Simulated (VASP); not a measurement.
Input of a VASP 6.6.1 run:

The input INCAR:

```
SYSTEM = SiC
PREC = Accurate
ENCUT = 520
EDIFF = 1E-6
ISMEAR = -1
SIGMA = 0.05
LREAL = .FALSE.
LASPH = .TRUE.
NELM = 60
ALGO = Normal
ISIF = 2
LWAVE = .FALSE.
LCHARG = .FALSE.
GGA = RE
IVDW = 12
NBANDS = 16
```

The input KPOINTS:

```
regular mesh
0
G
  10 10 5
  0 0 0
```

POSCAR

```
SiC
1.0
    3.1164783262      0.0000000000      0.0000000000
   -1.5582391631      2.6989494007      0.0000000000
    0.0000000000      0.0000000000      5.1144286705
Si C
2 2
Direct
    0.6666666667      0.3333333333      0.5000000000
    0.3333333333      0.6666666667      0.0000000000
    0.6666666667      0.3333333333      0.8850000000
    0.3333333333      0.6666666667      0.3850000000
```

Potentials or basis: VASP PAW PBE potentials, release 64 (Si, C).

Run with:

```bash
$ cat potpaw_PBE.64/Si/POTCAR potpaw_PBE.64/C/POTCAR > POTCAR
$ mpirun -np 1 vasp_std > vasp.out
```

What does it give for the largest force?

0.702 eV/Å.

Estimate the band gap on the k mesh.

2.55 eV (least direct gap 4.02 eV).

Estimate the dispersion energy per atom.

-0.575 eV.

Forces in eV/Å, atoms in the order of the input:
```
Si   0.000  0.000  0.702
Si   0.000  0.000  0.702
C    0.000  0.000 -0.702
C    0.000  0.000 -0.702
```

Caveat: the cell stands under tension; the PAW data sets were made with another functional, which shifts forces and pressure a little. A k mesh can miss the band edges.
